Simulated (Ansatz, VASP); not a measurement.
# In2Au in VASP and in Ansatz

INCAR

```
SYSTEM = In2Au
PREC     = Accurate       ! precision mode
ENCUT    = 520            ! plane-wave cutoff, eV
EDIFF    = 1E-6           ! SCF threshold, eV
ISMEAR   = -1             ! smearing method
SIGMA    = 0.05           ! smearing width, eV
LREAL    = .FALSE.        ! projectors in reciprocal space
LASPH    = .TRUE.         ! aspherical terms in the spheres
NELM     = 100            ! most SCF steps
ALGO     = Normal         ! electronic algorithm
ISIF     = 2              ! what is computed and relaxed
LWAVE    = .FALSE.        ! write WAVECAR
LCHARG   = .FALSE.        ! write CHGCAR
NBANDS   = 26             ! bands
```

KPOINTS

```
Automatic mesh
0
G
  10 10 10
  0 0 0
```

The input POSCAR:

```
In2Au
1.0
    0.0000000000      3.2618007438      3.2618007438
    3.2618007438      0.0000000000      3.2618007438
    3.2618007438      3.2618007438      0.0000000000
In Au
2 1
Direct
    0.2500000000      0.2500000000      0.2500000000
    0.7500000000      0.7500000000      0.7500000000
    0.0000000000      0.0000000000      0.0000000000
```

Input for Ansatz:

```yaml
crystal:
  lattice:
    - [0.0, 3.2618007438, 3.2618007438]
    - [3.2618007438, 0.0, 3.2618007438]
    - [3.2618007438, 3.2618007438, 0.0]
  atoms:
    - { symbol: In, position: [0.25, 0.25, 0.25] }
    - { symbol: In, position: [0.75, 0.75, 0.75] }
    - { symbol: Au, position: [0.0, 0.0, 0.0] }
kpoints:
  mp_grid: { grid: [10, 10, 10] }
  band_path:
    path:
      - [0.0, 0.0, 0.0]
      - [0.5, 0.0, 0.5]
      - [0.625, 0.25, 0.625]
      - [0.375, 0.375, 0.75]
      - [0.0, 0.0, 0.0]
      - [0.5, 0.5, 0.5]
      - [0.5, 0.25, 0.75]
      - [0.5, 0.0, 0.5]
    npoints: 5
scf:
  occupations: { method: fermi_dirac, width: 0.05 }
hamiltonian:
  xc: lda
  pseudopotentials: { kind: all_electron, lapw: { basis_error: 0.0005 } }
output:
  forces: true
  stress: true
  eigenvalues: true
```

Change from the starting cell: volume scaled by 1.01.

Alike in both runs: task single point; functional LDA; k mesh 10 × 10 × 10; occupations fermi-dirac, width 0.05 eV; no spin polarisation.

|  | VASP | Ansatz |
| --- | --- | --- |
| version | VASP 6.6.1 | Ansatz 0.2.0 |
| potentials or method | VASP PAW LDA potentials, release 64 (In_d, Au), cutoff 520 eV | all-electron LAPW, scalar-relativistic |

|  | VASP | Ansatz | Ansatz less VASP |
| --- | --- | --- | --- |
| pressure (GPa) | -1.9 | -2.0 | -0.09 |

LDA's correlation is that of Perdew and Zunger in VASP and of Perdew and Wang (1992) in Ansatz. Ansatz ran all-electron here, and VASP with PAW potentials.

Neither program's run includes spin-orbit coupling.
